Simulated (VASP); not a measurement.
Here is a VASP 6.6.1 calculation.

INCAR

```
SYSTEM = BeTe
ALGO = Normal
EDIFF = 1E-6
ENCUT = 600
GGA = PE
GGA_COMPAT = .FALSE.
ISIF = 2
ISMEAR = 0
LASPH = .TRUE.
LCHARG = .FALSE.
LREAL = .FALSE.
LWAVE = .FALSE.
NBANDS = 11
NELM = 120
PREC = Accurate
SIGMA = 0.01
```

Contents of KPOINTS:

```
k-points
0
G
  6 6 6
  0 0 0
```

POSCAR

```
BeTe
1.0
    0.0000000000      2.7198531994      2.7198531994
    2.7198531994      0.0000000000      2.7198531994
    2.7198531994      2.7198531994      0.0000000000
Be Te
1 1
Direct
    0.0000000000      0.0000000000      0.0000000000
    0.2500000000      0.2500000000      0.2500000000
```

Potentials or basis: VASP PAW PBE potentials, release 64 (Be, Te).

The run is started by

```console
$ cat potpaw_PBE.64/Be/POTCAR potpaw_PBE.64/Te/POTCAR > POTCAR
$ mpirun -np 1 vasp_std > vasp.out
```

Task: What does it give for the pressure?

Result: 9.0 GPa.

Task: What does it give for the band gap on the k mesh?

Result: 1.69 eV, indirect (least direct gap 3.50 eV).

Caveat: spin-orbit coupling is left out, which moves the levels of the heavy elements. As with any semilocal functional, this PBE gap is likely too small.
